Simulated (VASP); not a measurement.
Ti, 5 atoms in the cell. The cell holds a slab with vacuum, 5 atoms: a = 2.938 Å, b = 2.938 Å, c = 24.301 Å, α = 90.00°, β = 90.00°, γ = 120.00°. 

* Program: VASP 6.6.1
* Task: single point
* Functional: PBE
* Potentials or basis: VASP PAW PBE potentials, release 64 (Ti_sv)
* Cutoff: 520 eV
* k mesh: 12 × 12 × 1
* Occupations: gaussian, width 0.1 eV
* Spin: no spin polarisation
* Dipole correction: yes
* Further INCAR settings: ALGO = Normal; EDIFF = 1e-06; NBANDS = 38

Potentials or basis: VASP PAW PBE potentials, release 64 (Ti_sv).

Command:

```sh
$ cat potpaw_PBE.64/Ti_sv/POTCAR > POTCAR
$ mpirun -np 1 vasp_std > vasp.out
```

Hardware: 1 thread of AMD EPYC 7R13 Processor (Zen 3), on a shared host.

Question: How long does it take, and how much memory?

Answer: It took 9.4 min on 1 thread of AMD EPYC 7R13 Processor (Zen 3), with other jobs on the host, peak memory 0.32 GiB. Counts: scf iterations 27, k points 19.
